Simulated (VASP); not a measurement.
# SiC (R3m) in VASP: notebook, part 2 of 2

VASP 6.6.1. The steps go on from the part before.

## Step 4: Single point, PBE

This run uses another cell than the first one, of 10.92 Å³/atom, 1.040 times its volume.

INCAR reads:

```
SYSTEM = SiC
ALGO = Normal
EDIFF = 1E-6
ENCUT = 520
GGA = PE
ISIF = 2
ISMEAR = 0
LASPH = .TRUE.
LCHARG = .FALSE.
LREAL = .FALSE.
LWAVE = .FALSE.
NBANDS = 11
NELM = 80
PREC = Accurate
SIGMA = 0.05
```

KPOINTS reads:

```
k-points
0
G
  12 12 12
  0 0 0
```

POSCAR reads:

```
SiC
1.0
    0.0000000000      2.1601197639      2.1601197639
    2.1601197639      0.0000000000      2.1601197639
    2.2803664308      2.2803664308     -0.1202466669
Si C
1 1
Direct
    0.0000000000      0.0000000000      0.0000000000
    0.7500000000      0.7500000000      0.7500000000
```

Potentials or basis: VASP PAW PBE potentials, release 64 (Si, C).

On the command line:

```
$ cat potpaw_PBE.64/Si/POTCAR potpaw_PBE.64/C/POTCAR > POTCAR
$ mpirun -np 1 vasp_std > vasp.out
```

OUTCAR:

```text
SYSTEM = SiC
   EDIFF = 1E-6
   ENCUT = 520
   GGA = PE
   ISIF = 2
   ISMEAR = 0
   LASPH = .TRUE.
   LREAL = .FALSE.
   NELM = 80
   PREC = Accurate

 ion  position               nearest neighbor table
   1  0.000  0.000  0.000-   2 1.89   2 1.89   2 1.89   2 2.03
   2  0.750  0.750  0.750-   1 1.89   1 1.89   1 1.89   1 2.03

  LATTYP: Found a trigonal (rhomboedric) cell.
 ALAT       =     3.2271661529
 COS(alpha) =     0.5519638991

  Lattice vectors:

 A1 = (   2.2803664308,   0.1202466669,  -2.2803664308)
 A2 = (   0.1202466669,   2.2803664308,  -2.2803664308)
 A3 = (   2.2803664308,   2.2803664308,  -0.1202466669)

Analysis of symmetry for initial positions (statically):
=====================================================================
 Subroutine PRICEL returns:
 Original cell was already a primitive cell.

 Routine SETGRP: Setting up the symmetry group for a
 trigonal (rhombohedral) supercell.

 Subroutine GETGRP returns: Found  6 space group operations
 (whereof  6 operations were pure point group operations)
 out of a pool of 12 trial point group operations.

The static configuration has the point symmetry C_3v.

Analysis of symmetry for dynamics (positions and initial velocities):
=====================================================================
 Subroutine PRICEL returns:
 Original cell was already a primitive cell.

 Routine SETGRP: Setting up the symmetry group for a
 trigonal (rhombohedral) supercell.

 Subroutine GETGRP returns: Found  6 space group operations
 (whereof  6 operations were pure point group operations)
 out of a pool of 12 trial point group operations.

The dynamic configuration has the point symmetry C_3v.

 Subroutine INISYM returns: Found  6 space group operations
 (whereof  6 operations are pure point group operations),
 and found     1 'primitive' translations

----------------------------------------------------------------------------------------

                                     Primitive cell

  volume of cell :      21.8420

  direct lattice vectors                    reciprocal lattice vectors
     0.000000000  2.160119764  2.160119764    -0.225522598  0.237414696  0.225522598
     2.160119764  0.000000000  2.160119764     0.237414696 -0.225522598  0.225522598
     2.280366431  2.280366431 -0.120246667     0.213630501  0.213630501 -0.213630501

  length of vectors
     3.054870666  3.054870666  3.227166153     0.397601085  0.397601085  0.370018881

  position of ions in fractional coordinates (direct lattice)
     0.000000000  0.000000000  0.000000000
     0.750000000  0.750000000  0.750000000

  ion indices of the primitive-cell ions
   primitive index   ion index
                 1           1
                 2           2

----------------------------------------------------------------------------------------

 KPOINTS: k-points

Automatic generation of k-mesh.
 Grid dimensions read from file:
 generate k-points for:   12   12   12

 Generating k-lattice:

  Cartesian coordinates                     Fractional coordinates (reciprocal lattice)
    -0.018793550  0.019784558  0.018793550     0.083333333  0.000000000  0.000000000
     0.019784558 -0.018793550  0.018793550     0.000000000  0.083333333  0.000000000
     0.017802542  0.017802542 -0.017802542     0.000000000  0.000000000  0.083333333

  Length of vectors
     0.033133424  0.033133424  0.030834907

  Shift w.r.t. Gamma in fractional coordinates (k-lattice)
     0.000000000  0.000000000  0.000000000

 Subroutine IBZKPT returns following result:
 ===========================================

 Found    189 irreducible k-points:

 Following reciprocal coordinates:
            Coordinates               Weight
  0.000000  0.000000  0.000000      1.000000
  0.083333  0.000000 -0.000000      6.000000
  0.166667  0.000000  0.000000      6.000000
  0.250000  0.000000  0.000000      6.000000
  0.333333  0.000000  0.000000      6.000000
  0.416667  0.000000  0.000000      6.000000
[... 16 lines left out ...]
  0.500000  0.166667 -0.000000     12.000000
 -0.416667  0.166667  0.000000     12.000000
 [... further k-points ...]
   k-points           NKPTS =    189   k-points in BZ     NKDIM =    189   number of bands    NBANDS=     11
   number of dos      NEDOS =    301   number of ions     NIONS =      2
   total plane-waves  NPLWV =  13824
   dimension x,y,z NGX =    24 NGY =   24 NGZ =   24
   dimension x,y,z NGXF=    48 NGYF=   48 NGZF=   48
   ions per type =               1   1
   NGX,Y,Z   is equivalent  to a cutoff of  13.06, 13.06, 12.36 a.u.
   NGXF,Y,Z  is equivalent  to a cutoff of  26.12, 26.12, 24.73 a.u.
 SYSTEM =  SiC
   PREC   = accura    normal or accurate (medium, high low for compatibility)
   ISTART =      0    job   : 0-new  1-cont  2-samecut
   ICHARG =      2    charge: 1-file 2-atom 10-const
   ISPIN  =      1    spin polarized calculation?
   LNONCOLLINEAR =      F non collinear calculations
   LSORBIT =      F    spin-orbit coupling
   LASPH  =      T    aspherical Exc in radial PAW
   ENCUT  =  520.0 eV  38.22 Ry    6.18 a.u.   5.68  5.68  6.00*2*pi/ulx,y,z
   NELM   =     80;   NELMIN=  2; NELMDL= -5     # of ELM steps
   EDIFF  = 0.1E-05   stopping-criterion for ELM
   LREAL  =      F    real-space projection
   EDIFFG = 0.1E-04   stopping-criterion for IOM
   NSW    =      0    number of steps for IOM
   IBRION =     -1    ionic relax: 0-MD 1-quasi-New 2-CG
   NFREE  =      0    steps in history (QN), initial steepest desc. (CG)
   ISIF   =      2    stress and relaxation
   ISYM   =      2    0-nonsym 1-usesym 2-fastsym
   POTIM  = 0.5000    time-step for ionic-motion
   TEBEG  =    0.0;   TEEND  =   0.0 temperature during run
   PSTRESS=    0.0 pullay stress
   NELECT =       8.0000    total number of electrons
   NUPDOWN=      -1.0000    fix difference up-down
   EMIN   =  10.00;   EMAX   =-10.00  energy-range for DOS
   EFERMI =   0.00;   METHOD = LEGACY
   ISMEAR =     0;   SIGMA  =   0.05  broadening in eV -4-tet -1-fermi 0-gaus
   EFERMI_NEDOS =   21; number of points for ismear=-14 and -15
   IALGO  =     38    algorithm
   IMIX   =      4    mixing-type and parameters
     AMIX     =   0.40;   BMIX     =  1.00
     AMIX_MAG =   1.60;   BMIX_MAG =  1.00
  volume/ion in A,a.u.               =      10.92        73.70
  Fermi-wavevector in a.u.,A,eV,Ry     =   1.171316  2.213466 18.666933  1.371981
  Thomas-Fermi vector in A             =   2.307761
   LORBIT       =      0    0 simple, 1 ext, 2 COOP (PROOUT), +10 PAW based schemes
   GGA     = PE    functional components
   LHFCALC =     F    Hartree Fock is set to
   AEXX    =    0.0000 exact exchange contribution
   IVDW    =     0    specifies the selected vdW correction
   LEPSILON=     F    determine dielectric tensor
   LRPA    =     F    only Hartree local field effects (RPA)
 non-spin polarized calculation
 Gauss-broadening in eV      SIGMA  =   0.05
  energy-cutoff  :      520.00
  volume of cell :       21.84
 maximum number of plane-waves:       616
   NGX = 11   NGY = 11   NGZ = 11

 number of electron       8.0000001 magnetization

 Free energy of the ion-electron system (eV)
  ---------------------------------------------------
  ext. energy  EPLUGINS =         0.00000000
  ---------------------------------------------------
  free energy    TOTEN  =       -14.90671983 eV

  energy without entropy =      -14.90671983  energy(sigma->0) =      -14.90671983

 E-fermi :   7.8837     XC(G=0): -11.1197

 val. band max:        7.6688354813   @ k =   0.0000   0.0000   0.0000
 cond. band min:       8.8172044356   @ k =   0.5000   0.5000   0.0000
 fundamental gap:      1.1483689542
 Fermi energy:         7.8836664770

 k-point     1 :       0.0000    0.0000    0.0000
  band No.  band energies     occupation
      1      -7.4952      2.00000
      2       7.1687      2.00000
      3       7.6688      2.00000
      4       7.6688      2.00000
      5      11.8223      0.00000
      6      14.6984      0.00000
      7      15.0628      0.00000
      8      15.0628      0.00000
      9      21.7672      0.00000
     10      21.7672      0.00000
     11      23.1441      0.00000
[... 309 lines left out ...]
 k-point    24 :      -0.4167    0.1667    0.0000
  band No.  band energies     occupation
      1      -3.5955      2.00000
      2      -0.2272      2.00000
      3       4.4457      2.00000
      4       5.8574      2.00000
      5      12.0788      0.00000
      6      14.3016      0.00000
      7      15.6679      0.00000
      8      18.2515      0.00000
      9      21.7312      0.00000
     10      22.7164      0.00000
     11      25.4369      0.00000

 [... further k-points ...]
[... 5 lines left out ...]
  --------------------------------------------------------------------------------------
  -------------------------------------------------------------------------------------
  Total       -0.8243475     -0.8243475     -0.8243475     -1.6322964      1.6322964      1.6322964
  in kB      -60.4684015    -60.4684015    -60.4684015   -119.7339201    119.7339201    119.7339201
  external PRESSURE =     -60.4684015 kB  Pullay stress =       0.0000000 kB

 VOLUME and BASIS-vectors are now :
 -----------------------------------------------------------------------------
  energy-cutoff  :      520.00
  volume of cell :       21.84
      direct lattice vectors                 reciprocal lattice vectors
     0.000000000  2.160119764  2.160119764    -0.225522598  0.237414696  0.225522598
     2.160119764  0.000000000  2.160119764     0.237414696 -0.225522598  0.225522598
     2.280366431  2.280366431 -0.120246667     0.213630501  0.213630501 -0.213630501

 POSITION                                       TOTAL-FORCE (eV/Angst)
 -----------------------------------------------------------------------------------
      0.00000      0.00000      0.00000         0.146523      0.146523     -0.146523
      3.33036      3.33036      3.14999        -0.146523     -0.146523      0.146523
 -----------------------------------------------------------------------------------
    total drift:                               -0.000095     -0.000095      0.000095

  FREE ENERGIE OF THE ION-ELECTRON SYSTEM (eV)
  ---------------------------------------------------
  free  energy   TOTEN  =       -14.9067198279 eV

  energy  without entropy=      -14.9067198279  energy(sigma->0) =      -14.90671983
```

stdout:

```text
POSCAR found type information on POSCAR SiC
 POSCAR found :  2 types and       2 ions
 scaLAPACK will be used
 LDA part: xc-table for (Slater+PW92), standard interpolation
 POSCAR, INCAR and KPOINTS ok, starting setup
 FFT: planning ... GRIDC
 FFT: planning ... GRID_SOFT
 FFT: planning ... GRID
 WAVECAR not read
 entering main loop
```

It took 50 s on 1 thread of Intel Xeon 6975P-C, shared host; peak memory 0.16 GiB.

What came out:

```
Free energy            : -14.9067 eV
Pressure               : -6.0 GPa
Largest force          : 0.254 eV/Å
Band gap on the k mesh : 1.15 eV, indirect (least direct gap 4.00 eV)
```

Forces on the atoms (eV/Å):
```
Si   0.147  0.147 -0.147
C   -0.147 -0.147  0.147
```

Stress tensor (GPa, compression positive):
```
 -6.05 -11.97  11.97
-11.97  -6.05  11.97
 11.97  11.97  -6.05
```

Levels at points of the mesh, in eV from the valence-band top:
```csv
k point,band 1,band 2,band 3,band 4,band 5,band 6,band 7,band 8
"(0.00, 0.00, 0.00)",-15.16,-0.50,0.00,0.00,4.15,7.03,7.39,7.39
"(0.50, 0.00, 0.00)",-11.59,-8.37,-1.36,-1.28,4.27,6.23,7.23,9.51
"(0.50, 0.50, 0.00)",-10.41,-7.78,-3.57,-2.85,1.15,4.13,12.62,13.08
"(0.00, 0.00, 0.50)",-12.39,-8.48,-0.76,-0.76,5.92,7.48,7.48,9.80
```

## Step 5: The runs side by side

```tsv
cell	gap on the mesh (eV)	pressure (GPa)	largest force (eV/Å)
a = 3.181, b = 3.181, c = 3.020 Å, angles 58.2, 58.2, 60.0°, 2 atoms	1.05	2.0	1.05
a = 3.223, b = 3.223, c = 3.059 Å, angles 58.2, 58.2, 60.0°, 2 atoms	1.11	-5.9	0.85
a = 3.055, b = 3.055, c = 3.227 Å, angles 61.8, 61.8, 60.0°, 2 atoms	1.15	-6.0	0.25
```

Alike in all rows: task single point; level PBE; potentials or basis VASP PAW PBE potentials, release 64 (Si, C); no spin polarisation; k mesh 12 × 12 × 12; cutoff (eV) 520; smearing gaussian 0.05 eV.

Caveats: forces of over 1 eV/Å act on the atoms, so gaps and moduli don't describe the material at rest (some runs).

Total energies depend on the potentials used, so only differences within one code and one set of settings carry meaning.
